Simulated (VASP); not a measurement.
Crystal: ZnRe.

```
CELL_PARAMETERS angstrom
2.74822 0.00000 0.00000
-1.37411 2.38003 0.00000
0.00000 0.00000 4.58395
ATOMIC_POSITIONS crystal
Re 0.33333 0.66667 0.50000
Zn 0.00000 0.00000 0.00000
```

Base run:

* Program: VASP 6.6.1
* Functional: PBE
* Potentials or basis: VASP PAW PBE potentials, release 64 (Re, Zn)
* Cutoff: 520 eV
* k mesh: 9 × 9 × 5
* Occupations: fermi-dirac, width 0.05 eV
* Spin: no spin polarisation

Its results: pressure -4.9 GPa.

Task: The run is repeated on the same cell with these changes: potentials or basis from VASP PAW PBE potentials, release 64 (Re, Zn) to VASP PAW PBE potentials, release 64 (Re_sv_GW, Zn); cutoff from 520 eV to 500 eV; further incar settings from ALGO = Normal; EDIFF = 1e-06; NBANDS = 16 to ALGO = Normal; EDIFF = 1e-06; NBANDS = 20; valence electrons from 19 to 27. What comes out?

Result: Pressure -5.6 GPa.
